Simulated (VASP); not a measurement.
Wanted: the native input for a VASP 6.6.1 run.

- Task: relaxation of the atoms
- Functional: PBE
- Potentials or basis: VASP PAW PBE potentials, release 64 (Al, N)
- Cutoff: 520 eV
- k mesh: 9 × 6 × 1
- Occupations: gaussian, width 0.05 eV
- Spin: no spin polarisation
- Dipole correction: yes
- Atoms held fixed (from 0): [0, 1, 4, 5]
- Further INCAR settings: ALGO = Normal; EDIFF = 1e-06; IBRION = 2; EDIFFG = -0.03; NSW = 70

The structure of AlN lies in POSCAR:

```
AlN
1.0
    3.1297683445      0.0000000000      0.0000000000
    0.0000000000      5.0173032416      0.0000000000
    0.0000000000      0.0000000000     17.6139451924
Al N
4 4
Selective dynamics
Direct
    0.0000000000      0.9982714950      0.3974123868  F F F
    0.5000000000      0.4982714950      0.4487061934  F F F
    0.5000000000      0.9982714950      0.5512938066  T T T
    0.0000000000      0.4982714950      0.6025876132  T T T
    0.0000000000      0.6167285050      0.3974123868  F F F
    0.5000000000      0.1167285050      0.4487061934  F F F
    0.5000000000      0.6167285050      0.5512938066  T T T
    0.0000000000      0.1167285050      0.6025876132  T T T
```

The input as run:

INCAR

```
SYSTEM = AlN
ALGO = Normal
DIPOL = 0.5 0.5 0.500
EDIFF = 1E-6
EDIFFG = -0.03
ENCUT = 520
GGA = PE
IBRION = 2
IDIPOL = 3
ISIF = 2
ISMEAR = 0
KPAR = 2
LASPH = .True.
LCHARG = .False.
LDIPOL = .True.
LREAL = .False.
LWAVE = .False.
NELM = 100
NSW = 70
PREC = Accurate
SIGMA = 0.05
```

KPOINTS

```
k-points
0
Gamma
  9 6 1
  0 0 0
```

Potentials or basis: VASP PAW PBE potentials, release 64 (Al, N).

The run is started by

```bash
$ cat potpaw_PBE.64/Al/POTCAR potpaw_PBE.64/N/POTCAR > POTCAR
$ mpirun -np 2 vasp_std > vasp.out
```

Results of the run:

```json
{
  "Energy gained by relaxing": "72.3 meV/atom",
  "Ionic steps": "25",
  "Band gap on the k mesh": "1.38 eV (least direct gap 1.40 eV)"
}
```

It took 29 min on 2 MPI ranks on Intel(R) Xeon(R) Platinum 8259CL CPU @ 2.50GHz (Skylake/Cascade Lake), with other jobs on the host, peak memory 0.41 GiB a rank.
